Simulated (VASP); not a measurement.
# AlFe (P1) in VASP: notebook, part 2 of 2

VASP 6.6.1.

### 3 Single point, PBE, collinear spin, antiferromagnetic start

INCAR

```
SYSTEM = AlFe
PREC     = Accurate       ! precision mode
ENCUT    = 520            ! plane-wave cutoff, eV
EDIFF    = 1E-7           ! SCF threshold, eV
ISMEAR   = -1             ! smearing method
SIGMA    = 0.1            ! smearing width, eV
LREAL    = .FALSE.        ! projectors in reciprocal space
LASPH    = .TRUE.         ! aspherical terms in the spheres
NELM     = 150            ! most SCF steps
ALGO     = Normal         ! electronic algorithm
ISIF     = 2              ! what is computed and relaxed
LWAVE    = .FALSE.        ! write WAVECAR
LCHARG   = .FALSE.        ! write CHGCAR
ISPIN    = 2              ! spin polarisation
MAGMOM   = 4 -4 -4 4 0 0 0 0 ! initial moments
LORBIT   = 11             ! projections on sites
LMAXMIX  = 4              ! l up to which the mixer works
GGA      = PE             ! functional
NBANDS   = 36             ! bands
```

KPOINTS

```
regular mesh
0
G
  1 1 1
  0 0 0
```

POSCAR

```
AlFe
1.0
    6.1828089303      0.0000000000      0.0000000000
    0.0000000000      6.1828089303      0.0000000000
    0.0000000000      0.0000000000      3.0914044647
Fe Al
4 4
Direct
    0.0085509800     -0.0017117650      0.0264960780
   -0.0056450980      0.5084843140      0.0312019610
    0.5123156860      0.0062882350      0.0298686270
    0.4989823530      0.4972686270      0.0154372550
    0.2572960780      0.2546411760      0.5301823530
    0.2580019610      0.7549549020      0.5210058820
    0.7487470590      0.2480529410      0.5315941180
    0.7434921570      0.7521313730      0.5281431370
```

Potentials or basis: VASP PAW PBE potentials, release 64 (Fe, Al).

Command:

```bash
cat potpaw_PBE.64/Fe/POTCAR potpaw_PBE.64/Al/POTCAR > POTCAR
mpirun -np 1 vasp_gam > vasp.out
```

OUTCAR:

```text
SYSTEM = AlFe
   PREC = Accurate
   ENCUT = 520
   EDIFF = 1E-7
   ISMEAR = -1
   LREAL = .FALSE.
   LASPH = .TRUE.
   NELM = 150
   ISIF = 2
   ISPIN = 2
   LORBIT = 11
   GGA = PE

 ion  position               nearest neighbor table
   1  0.009  0.998  0.026-   6 2.64   6 2.66   5 2.69   5 2.70   7 2.70   8 2.72   7 2.72   8 2.72
                             2 3.03   3 3.07   3 3.12
   2  0.994  0.508  0.031-   8 2.65   8 2.66   6 2.70   7 2.70   7 2.70   6 2.73   5 2.74   5 2.74
                             1 3.03   4 3.06   4 3.12
   3  0.512  0.006  0.030-   7 2.60   7 2.60   8 2.62   8 2.63   6 2.68   5 2.69   5 2.69   6 2.71
                             4 3.04   1 3.07   1 3.12
   4  0.499  0.497  0.015-   5 2.59   7 2.65   5 2.65   8 2.65   6 2.66   6 2.68   8 2.70   7 2.70
                             3 3.04   2 3.06   2 3.12
   5  0.257  0.255  0.530-   4 2.59   4 2.65   3 2.69   1 2.69   3 2.69   1 2.70   2 2.74   2 2.74
                             7 3.04   6 3.09   6 3.09   7 3.14
   6  0.258  0.755  0.521-   1 2.64   1 2.66   4 2.66   3 2.68   4 2.68   2 2.70   3 2.71   2 2.73
                             8 3.00   5 3.09   5 3.09   8 3.18
   7  0.749  0.248  0.532-   3 2.60   3 2.60   4 2.65   2 2.70   2 2.70   4 2.70   1 2.70   1 2.72
                             5 3.04   8 3.07   8 3.12   5 3.14
   8  0.743  0.752  0.528-   3 2.62   3 2.63   2 2.65   4 2.65   2 2.66   4 2.70   1 2.72   1 2.72
                             6 3.00   7 3.07   7 3.12   6 3.18

  LATTYP: Found a simple tetragonal cell.
 ALAT       =     6.1828089303
 C/A-ratio  =     0.4999999999

[... 285 lines left out ...]
     0.000000000  6.182808930  0.000000000     0.000000000  0.161738784  0.000000000
     0.000000000  0.000000000  3.091404465     0.000000000  0.000000000  0.323477569

 POSITION                                       TOTAL-FORCE (eV/Angst)
 -----------------------------------------------------------------------------------
      0.05287      6.17223      0.08191        -0.183596      0.088464      0.037217
      6.14791      3.14386      0.09646         0.283262     -0.137567     -0.055992
      3.16755      0.03888      0.09234        -0.410941     -0.071325     -0.045725
      3.08511      3.07452      0.04772         0.142754      0.130502      0.185424
      1.59081      1.57440      1.63901        -0.097471     -0.096537     -0.061638
      1.59518      4.66774      1.61064         0.027524      0.010774      0.027684
      4.62936      1.53366      1.64337         0.149986      0.057153     -0.049614
      4.59687      4.65028      1.63270         0.088481      0.018534     -0.037355
 -----------------------------------------------------------------------------------
    total drift:                                0.000128     -0.000841      0.000170

  FREE ENERGIE OF THE ION-ELECTRON SYSTEM (eV)
  ---------------------------------------------------
  free  energy   TOTEN  =       -58.2382517616 eV

  energy  without entropy=      -57.9099445507  energy(sigma->0) =      -58.07409816

 total charge

# of ion       s       p       d       tot
------------------------------------------
    1        0.453   0.331   6.236   7.020
    2        0.451   0.330   6.225   7.007
    3        0.461   0.336   6.326   7.123
    4        0.456   0.336   6.299   7.091
    5        0.450   0.305   0.000   0.755
    6        0.450   0.305   0.000   0.755
    7        0.451   0.308   0.000   0.758
    8        0.451   0.308   0.000   0.759
--------------------------------------------------
tot          3.623   2.557  25.087  31.267

 magnetization (x)

# of ion       s       p       d       tot
------------------------------------------
    1        0.004   0.019   2.581   2.604
    2       -0.006  -0.019  -2.601  -2.626
    3       -0.004  -0.015  -1.983  -2.002
    4        0.003   0.018   2.394   2.415
    5       -0.001  -0.002   0.000  -0.003
    6       -0.001  -0.001   0.000  -0.001
    7        0.001  -0.001   0.000   0.000
    8        0.001  -0.000   0.000   0.001
--------------------------------------------------
tot         -0.002   0.000   0.392   0.390
```

Wall time 43 s (1 thread of Intel Xeon 6975P-C (Granite Rapids), shared host); peak memory 0.25 GiB.

Results:

| Property | Result |
| --- | --- |
| Free energy | -58.2383 eV |
| Pressure | -15.0 GPa |
| Largest force | 0.420 eV/Å |
| Band gap on the k mesh | 0.15 eV |
| Net moment | 0.38 μB per cell |
| Site moments | Fe +2.60, -2.63, -2.00, +2.42; Al -0.00, +0.00 μB |
| Valence electrons inside the program's atomic spheres | Fe 7.02, 7.01, 7.12, 7.09; Al 0.76 |

Forces in eV/Å, atoms in the order of the input:
```
Fe  -0.184  0.088  0.037
Fe   0.283 -0.138 -0.056
Fe  -0.411 -0.071 -0.046
Fe   0.143  0.131  0.185
Al  -0.097 -0.097 -0.062
Al   0.028  0.011  0.028
Al   0.150  0.057 -0.050
Al   0.088  0.019 -0.037
```

Levels at points of the mesh, in eV from the valence-band top:
Spin up:
| k point | band 20 | band 21 | band 22 | band 23 | band 24 | band 25 |
| --- | --- | --- | --- | --- | --- | --- |
| (0.00, 0.00, 0.00) | -0.81 | -0.57 | 0.00 | 0.31 | 0.34 | 0.42 |
Spin down:
```
           k point  band 17  band 18  band 19  band 20  band 21  band 22  band 23  band 24  band 25  band 26
(0.00, 0.00, 0.00)    -2.17    -1.94    -0.91    -0.88    -0.34     0.15     0.23     0.54     0.58     0.62
```

Caveat: the k points lie up to 2.03 Å⁻¹ apart.
